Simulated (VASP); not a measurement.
CdBi3O, 5 atoms in the cell. The structure is cubic, space group Pm-3m (No. 221). The conventional cell has a = 5.310 Å, b = 5.310 Å, c = 5.310 Å, α = 90.00°, β = 90.00°, γ = 90.00°. Within 4.9 Å of Cd (site symmetry m-3m) lie 12 Bi at 3.75 Å and 8 O at 4.60 Å. Bi (site symmetry 4/mmm) has 2 O at 2.66 Å within 3.5 Å. Within 3.5 Å of O (site symmetry m-3m) lie 6 Bi at 2.66 Å. The cell was built from a structure type or drawn by symmetry, and may not be a known phase.

| Quantity | Value |
| --- | --- |
| Program | VASP 6.6.1 |
| Task | single point |
| Functional | PBE |
| Potentials or basis | VASP PAW PBE potentials, release 64 (Cd, Bi_d, O) |
| Cutoff | 600 eV |
| k mesh | 4 × 4 × 4 |
| Occupations | gaussian, width 0.1 eV |
| Spin | no spin polarisation |
| Dipole correction | no |
| Further INCAR settings | ALGO = Normal; EDIFF = 1e-06; NBANDS = 40 |

Potentials or basis: VASP PAW PBE potentials, release 64 (Cd, Bi_d, O).

The run is started by

```sh
$ cat potpaw_PBE.64/Cd/POTCAR potpaw_PBE.64/Bi_d/POTCAR potpaw_PBE.64/O/POTCAR > POTCAR
$ mpirun -np 1 vasp_std > vasp.out
```

Hardware: 1 thread of Intel Xeon 8259CL, with other jobs on the host.

Task: How long does it take, and how much memory?

Result: Run time: 2.2 min on 1 thread of Intel Xeon 8259CL (shared host), peak memory 0.29 GiB. Counts: scf iterations 17, k points 10.
